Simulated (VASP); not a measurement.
# In3Sb2 (R-3m) in VASP: single point with PBE

Aim: the single point of In3Sb2 with PBE.

All numbers are computed with VASP 6.6.1; they aren't measurements. Logs are shortened: lines on timing, memory, paths and dates and some standing lists are left out, and cuts for length are marked.

### 1 The cell of the first run

The structure is trigonal, space group R-3m (No. 166). The conventional cell has a = 4.262 Å, b = 4.262 Å, c = 28.105 Å, α = 90.00°, β = 90.00°, γ = 120.00°. In (site symmetry -3m) has 6 Sb at 3.09 Å and 12 In at 4.26 to 4.40 Å within 4.4 Å. In (site symmetry 3m) has 3 Sb at 3.04 Å and 3 In at 3.22 Å within 4.0 Å. Sb (site symmetry 3m) has 6 In at 3.04 to 3.09 Å within 4.0 Å.

### 2 Single point, PBE

Contents of INCAR:

```
SYSTEM = In3Sb2
PREC = Accurate
ENCUT = 520
EDIFF = 1E-7
ISMEAR = 0
SIGMA = 0.1
LREAL = .FALSE.
LASPH = .TRUE.
NELM = 60
ALGO = Fast
ISIF = 2
LWAVE = .FALSE.
LCHARG = .FALSE.
GGA = PE
NBANDS = 32
```

Contents of KPOINTS:

```
Automatic mesh
0
G
  6 6 6
  0 0 0
```

Contents of POSCAR:

```
In3Sb2
1.0
    2.1311738299      1.2304337844      9.3682725469
   -2.1311738299      1.2304337844      9.3682725469
    0.0000000000     -2.4608675687      9.3682725469
In Sb
3 2
Direct
    0.0000000000      0.0000000000      0.0000000000
    0.2036577516      0.2036577516      0.2036577516
    0.7963422484      0.7963422484      0.7963422484
    0.3996128516      0.3996128516      0.3996128516
    0.6003871484      0.6003871484      0.6003871484
```

Potentials or basis: VASP PAW PBE potentials, release 64 (In_d, Sb).

Launch:

```bash
> cat potpaw_PBE.64/In_d/POTCAR potpaw_PBE.64/Sb/POTCAR > POTCAR
> mpirun -np 1 vasp_std > vasp.out
```

OUTCAR:

```text
SYSTEM = In3Sb2
   PREC = Accurate
   ENCUT = 520
   EDIFF = 1E-7
   ISMEAR = 0
   LREAL = .FALSE.
   LASPH = .TRUE.
   NELM = 60
   ISIF = 2
   GGA = PE

 ion  position               nearest neighbor table
   1  0.000  0.000  0.000-   5 3.09   4 3.09   5 3.09   5 3.09   4 3.09   4 3.09
   2  0.204  0.204  0.204-   5 3.04   5 3.04   5 3.04   3 3.22   3 3.22   3 3.22
   3  0.796  0.796  0.796-   4 3.04   4 3.04   4 3.04   2 3.22   2 3.22   2 3.22
   4  0.400  0.400  0.400-   3 3.04   3 3.04   3 3.04   1 3.09   1 3.09   1 3.09
   5  0.600  0.600  0.600-   2 3.04   2 3.04   2 3.04   1 3.09   1 3.09   1 3.09

  LATTYP: Found a trigonal (rhomboedric) cell.
 ALAT       =     9.6860931084
 COS(alpha) =     0.9031787989

  Lattice vectors:

 A1 = (   2.1311738299,   1.2304337844,   9.3682725469)
 A2 = (  -2.1311738299,   1.2304337844,   9.3682725469)
 A3 = (   0.0000000000,  -2.4608675687,   9.3682725469)

Analysis of symmetry for initial positions (statically):
=====================================================================
 Subroutine PRICEL returns:
 Original cell was already a primitive cell.

 Routine SETGRP: Setting up the symmetry group for a
 trigonal (rhombohedral) supercell.

 Subroutine GETGRP returns: Found 12 space group operations
 (whereof 12 operations were pure point group operations)
 out of a pool of 12 trial point group operations.

The static configuration has the point symmetry D_3d.

Analysis of symmetry for dynamics (positions and initial velocities):
=====================================================================
 Subroutine PRICEL returns:
 Original cell was already a primitive cell.

 Routine SETGRP: Setting up the symmetry group for a
 trigonal (rhombohedral) supercell.

 Subroutine GETGRP returns: Found 12 space group operations
 (whereof 12 operations were pure point group operations)
 out of a pool of 12 trial point group operations.

The dynamic configuration has the point symmetry D_3d.

 Subroutine INISYM returns: Found 12 space group operations
 (whereof 12 operations are pure point group operations),
 and found     1 'primitive' translations

----------------------------------------------------------------------------------------

                                     Primitive cell

  volume of cell :     147.3967

  direct lattice vectors                    reciprocal lattice vectors
     2.131173830  1.230433784  9.368272547     0.234612491  0.135453585  0.035581088
    -2.131173830  1.230433784  9.368272547    -0.234612491  0.135453585  0.035581088
     0.000000000 -2.460867569  9.368272547     0.000000000 -0.270907169  0.035581088

  length of vectors
     9.686093108  9.686093108  9.686093108     0.273233798  0.273233798  0.273233798

  position of ions in fractional coordinates (direct lattice)
     0.000000000  0.000000000  0.000000000
     0.203657752  0.203657752  0.203657752
     0.796342248  0.796342248  0.796342248
     0.399612852  0.399612852  0.399612852
     0.600387148  0.600387148  0.600387148

  ion indices of the primitive-cell ions
   primitive index   ion index
                 1           1
                 2           2
                 3           3
                 4           4
                 5           5

----------------------------------------------------------------------------------------

 KPOINTS: Automatic mesh

Automatic generation of k-mesh.
 Grid dimensions read from file:
 generate k-points for:    6    6    6

 Generating k-lattice:

  Cartesian coordinates                     Fractional coordinates (reciprocal lattice)
     0.039102082  0.022575597  0.005930181     0.166666667 -0.000000000  0.000000000
    -0.039102082  0.022575597  0.005930181    -0.000000000  0.166666667  0.000000000
     0.000000000 -0.045151195  0.005930181     0.000000000  0.000000000  0.166666667

  Length of vectors
     0.045538966  0.045538966  0.045538966

  Shift w.r.t. Gamma in fractional coordinates (k-lattice)
     0.000000000  0.000000000  0.000000000

 Subroutine IBZKPT returns following result:
 ===========================================

 Found     32 irreducible k-points:

 Following reciprocal coordinates:
            Coordinates               Weight
  0.000000  0.000000  0.000000      1.000000
  0.166667  0.000000 -0.000000      6.000000
  0.333333  0.000000 -0.000000      6.000000
  0.500000  0.000000  0.000000      3.000000
  0.166667  0.166667 -0.000000      6.000000
  0.333333  0.166667  0.000000     12.000000
[... 16 lines left out ...]
  0.500000  0.500000  0.166667      6.000000
 -0.333333  0.500000  0.166667     12.000000
 [... further k-points ...]
   k-points           NKPTS =     32   k-points in BZ     NKDIM =     32   number of bands    NBANDS=     32
   number of dos      NEDOS =    301   number of ions     NIONS =      5
   total plane-waves  NPLWV = 373248
   dimension x,y,z NGX =    72 NGY =   72 NGZ =   72
   dimension x,y,z NGXF=   144 NGYF=  144 NGZF=  144
   ions per type =               3   2
   NGX,Y,Z   is equivalent  to a cutoff of  12.36, 12.36, 12.36 a.u.
   NGXF,Y,Z  is equivalent  to a cutoff of  24.72, 24.72, 24.72 a.u.
 SYSTEM =  In3Sb2
   PREC   = accura    normal or accurate (medium, high low for compatibility)
   ISTART =      0    job   : 0-new  1-cont  2-samecut
   ICHARG =      2    charge: 1-file 2-atom 10-const
   ISPIN  =      1    spin polarized calculation?
   LNONCOLLINEAR =      F non collinear calculations
   LSORBIT =      F    spin-orbit coupling
   LASPH  =      T    aspherical Exc in radial PAW
   ENCUT  =  520.0 eV  38.22 Ry    6.18 a.u.  18.01 18.01 18.01*2*pi/ulx,y,z
   NELM   =     60;   NELMIN=  2; NELMDL= -5     # of ELM steps
   EDIFF  = 0.1E-06   stopping-criterion for ELM
   LREAL  =      F    real-space projection
   EDIFFG = 0.1E-05   stopping-criterion for IOM
   NSW    =      0    number of steps for IOM
   IBRION =     -1    ionic relax: 0-MD 1-quasi-New 2-CG
   NFREE  =      0    steps in history (QN), initial steepest desc. (CG)
   ISIF   =      2    stress and relaxation
   ISYM   =      2    0-nonsym 1-usesym 2-fastsym
   POTIM  = 0.5000    time-step for ionic-motion
   TEBEG  =    0.0;   TEEND  =   0.0 temperature during run
   PSTRESS=    0.0 pullay stress
   NELECT =      49.0000    total number of electrons
   NUPDOWN=      -1.0000    fix difference up-down
   EMIN   =  10.00;   EMAX   =-10.00  energy-range for DOS
   EFERMI =   0.00;   METHOD = LEGACY
   ISMEAR =     0;   SIGMA  =   0.10  broadening in eV -4-tet -1-fermi 0-gaus
   EFERMI_NEDOS =   21; number of points for ismear=-14 and -15
   IALGO  =     68    algorithm
   IMIX   =      4    mixing-type and parameters
     AMIX     =   0.40;   BMIX     =  1.00
     AMIX_MAG =   1.60;   BMIX_MAG =  1.00
  volume/ion in A,a.u.               =      29.48       198.94
  Fermi-wavevector in a.u.,A,eV,Ry     =   1.134081  2.143103 17.499006  1.286141
  Thomas-Fermi vector in A             =   2.270785
   LORBIT       =      0    0 simple, 1 ext, 2 COOP (PROOUT), +10 PAW based schemes
   GGA     = PE    functional components
   LHFCALC =     F    Hartree Fock is set to
   AEXX    =    0.0000 exact exchange contribution
   IVDW    =     0    specifies the selected vdW correction
   LEPSILON=     F    determine dielectric tensor
   LRPA    =     F    only Hartree local field effects (RPA)
 non-spin polarized calculation
 RMM-DIIS sequential band-by-band and
 Gauss-broadening in eV      SIGMA  =   0.10
  energy-cutoff  :      520.00
  volume of cell :      147.40
 maximum number of plane-waves:      3998
   NGX = 35   NGY = 35   NGZ = 35

 number of electron      48.9999996 magnetization

 Free energy of the ion-electron system (eV)
  ---------------------------------------------------
  ext. energy  EPLUGINS =         0.00000000
  ---------------------------------------------------
  free energy    TOTEN  =       -15.88513065 eV

  energy without entropy =      -15.87212513  energy(sigma->0) =      -15.87862789

 E-fermi :   6.4199     XC(G=0):  -9.6254

 val. band max:        6.4185723125   @ k =  -0.3333   0.5000   0.1667
 cond. band min:       6.4256932216   @ k =   0.3333   0.1667   0.1667
 fundamental gap:      0.0071209091
 Fermi energy:         6.4198933710

 k-point     1 :       0.0000    0.0000    0.0000
  band No.  band energies     occupation
      1      -8.1836      2.00000
      2      -8.1836      2.00000
      3      -8.1027      2.00000
      4      -8.1027      2.00000
      5      -8.0770      2.00000
      6      -8.0676      2.00000
[... 24 lines left out ...]
     31      10.2688      0.00000
     32      10.3711      0.00000

 k-point     2 :       0.1667    0.0000   -0.0000
  band No.  band energies     occupation
      1      -8.1827      2.00000
      2      -8.1783      2.00000
      3      -8.1164      2.00000
      4      -8.0992      2.00000
      5      -8.0780      2.00000
      6      -8.0614      2.00000
[... 24 lines left out ...]
     31      11.0841      0.00000
     32      11.3375      0.00000

 k-point     3 :       0.3333    0.0000   -0.0000
  band No.  band energies     occupation
      1      -8.1778      2.00000
      2      -8.1716      2.00000
      3      -8.1389      2.00000
      4      -8.0931      2.00000
      5      -8.0872      2.00000
      6      -8.0690      2.00000
[... 24 lines left out ...]
     31      10.4676      0.00000
     32      11.0115      0.00000

 k-point     4 :       0.5000    0.0000    0.0000
  band No.  band energies     occupation
      1      -8.1779      2.00000
      2      -8.1705      2.00000
      3      -8.1387      2.00000
      4      -8.0897      2.00000
      5      -8.0854      2.00000
      6      -8.0765      2.00000
[... 654 lines left out ...]
     31      11.2771      0.00000
     32      11.4644      0.00000

 k-point    23 :       0.5000    0.5000    0.1667
  band No.  band energies     occupation
      1      -8.1784      2.00000
      2      -8.1713      2.00000
      3      -8.1382      2.00000
      4      -8.0934      2.00000
      5      -8.0891      2.00000
      6      -8.0670      2.00000
[... 24 lines left out ...]
     31      11.5409      0.00000
     32      11.6092      0.00000

 k-point    24 :      -0.3333    0.5000    0.1667
  band No.  band energies     occupation
      1      -8.2049      2.00000
      2      -8.1444      2.00000
      3      -8.1202      2.00000
      4      -8.1023      2.00000
      5      -8.0765      2.00000
      6      -8.0609      2.00000
[... 24 lines left out ...]
     31      10.8315      0.00000
     32      11.2333      0.00000

 [... further k-points ...]

------------------------ aborting loop because EDIFF is reached ----------------------------------------

  FORCE on cell =-STRESS in cart. coord.  units (eV):
  Direction    XX          YY          ZZ          XY          YZ          ZX
  --------------------------------------------------------------------------------------
  -------------------------------------------------------------------------------------
  Total       -0.0322259     -0.0322259     -0.1235525      0.0000000     -0.0000000     -0.0000000
  in kB       -0.3502900     -0.3502900     -1.3429944      0.0000000     -0.0000000     -0.0000000
  external PRESSURE =      -0.6811914 kB  Pullay stress =       0.0000000 kB

 VOLUME and BASIS-vectors are now :
 -----------------------------------------------------------------------------
  energy-cutoff  :      520.00
  volume of cell :      147.40
      direct lattice vectors                 reciprocal lattice vectors
     2.131173830  1.230433784  9.368272547     0.234612491  0.135453585  0.035581088
    -2.131173830  1.230433784  9.368272547    -0.234612491  0.135453585  0.035581088
     0.000000000 -2.460867569  9.368272547     0.000000000 -0.270907169  0.035581088

 POSITION                                       TOTAL-FORCE (eV/Angst)
 -----------------------------------------------------------------------------------
      0.00000      0.00000      0.00000        -0.000000      0.000000      0.000000
      0.00000      0.00000      5.72376         0.000000     -0.000000     -0.028504
      0.00000      0.00000     22.38105         0.000000      0.000000      0.028504
      0.00000      0.00000     11.23105         0.000000      0.000000      0.029646
      0.00000      0.00000     16.87377         0.000000     -0.000000     -0.029646
 -----------------------------------------------------------------------------------
    total drift:                               -0.000000      0.000000     -0.000000

  FREE ENERGIE OF THE ION-ELECTRON SYSTEM (eV)
  ---------------------------------------------------
  free  energy   TOTEN  =       -15.8851306451 eV

  energy  without entropy=      -15.8721251302  energy(sigma->0) =      -15.87862789
```

Wall time 7.7 min (1 thread of Intel Xeon 6975P-C (Granite Rapids), shared host); peak memory 0.73 GiB.

Results:

* Free energy: -15.8851 eV
* Pressure: -0.1 GPa
* Largest force: 0.030 eV/Å
* Band gap on the k mesh: zero (an odd number of electrons rules out a gap without spin polarisation)

Forces in eV/Å, atoms in the order of the input:
```
In   0.000  0.000  0.000
In   0.000  0.000 -0.029
In   0.000  0.000  0.029
Sb   0.000  0.000  0.030
Sb   0.000  0.000 -0.030
```

Stress tensor (GPa, compression positive):
```
-0.04  0.00  0.00
 0.00 -0.04  0.00
 0.00  0.00 -0.13
```

Levels at points of the mesh, in eV from the Fermi level:
```tsv
k point	band 23	band 24	band 25	band 26	band 27	band 28
(0.00, 0.00, 0.00)	0.35	0.35	2.01	2.02	3.21	3.21
(0.50, 0.00, 0.00)	-1.15	-0.95	-0.58	-0.12	0.42	3.03
(0.50, 0.50, 0.00)	-2.02	-1.71	-0.44	1.19	1.47	1.70
(0.50, 0.50, 0.50)	0.18	0.35	0.35	2.44	2.63	2.63
```

Caveat: spin-orbit coupling is left out, which moves the levels of the heavy elements.
